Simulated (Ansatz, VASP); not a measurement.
# Ag: VASP beside Ansatz

File INCAR:

```
SYSTEM = Ag
PREC = Accurate ; ENCUT = 520
EDIFF = 1E-6 ; ISMEAR = -1
SIGMA = 0.05 ; LREAL = .False.
LASPH = .True. ; NELM = 100
ALGO = Normal ; ISIF = 2
LWAVE = .False. ; LCHARG = .False.
GGA = PE ; NBANDS = 12
```

File KPOINTS:

```
Automatic mesh
0
Gamma
  15 15 15
  0 0 0
```

POSCAR

```
Ag
1.0
    0.0000000000      2.0431000000      1.9818070000
    2.0431000000      0.0000000000      1.9818070000
    2.0431000000      2.0431000000      0.0000000000
Ag
1
Direct
    0.0000000000      0.0000000000      0.0000000000
```

Input for Ansatz:

```yaml
crystal:
  lattice:
    - [0.0, 2.0431, 1.981807]
    - [2.0431, 0.0, 1.981807]
    - [2.0431, 2.0431, 0.0]
  atoms:
    - { symbol: Ag, position: [0.0, 0.0, 0.0] }
kpoints:
  mp_grid: { grid: [15, 15, 15] }
  band_path:
    path:
      - [0.0, 0.0, 0.0]
      - [0.0, 0.5, 0.5]
      - [0.25, 0.75, 0.5]
      - [0.0, 0.5, 0.0]
      - [0.0, 0.0, 0.0]
      - [0.5, 0.5, 0.0]
      - [0.3828515251, 0.6171484749, 0.0]
      - [-0.3828515251, 0.3828515251, 0.0]
      - [0.0, 0.0, 0.0]
    npoints: 5
scf:
  occupations: { method: fermi_dirac, width: 0.05 }
hamiltonian:
  xc: pbe
  pseudopotentials: { kind: all_electron, lapw: { basis_error: 0.001 } }
output:
  forces: true
  stress: true
  eigenvalues: true
```

Change from the starting cell: zz strain of -3 %.

Alike in both runs: task single point; functional PBE; k mesh 15 × 15 × 15; occupations fermi-dirac, width 0.05 eV; no spin polarisation.

```csv
,VASP,Ansatz
version,VASP 6.6.1,Ansatz 0.2.0
potentials or method,"VASP PAW PBE potentials, release 64 (Ag), cutoff 520 eV","all-electron LAPW, scalar-relativistic"
```

Ansatz gave:

| Item | Value |
| --- | --- |
| pressure (GPa) | 8.5 |
| traceless stress, the component that is largest in VASP (GPa) | 0.27 |

Task: Which values does VASP return?

Result: Pressure (GPa): 8.3; traceless stress, the component that is largest in VASP (GPa): 0.27.

Ansatz ran all-electron here, and VASP with PAW potentials.
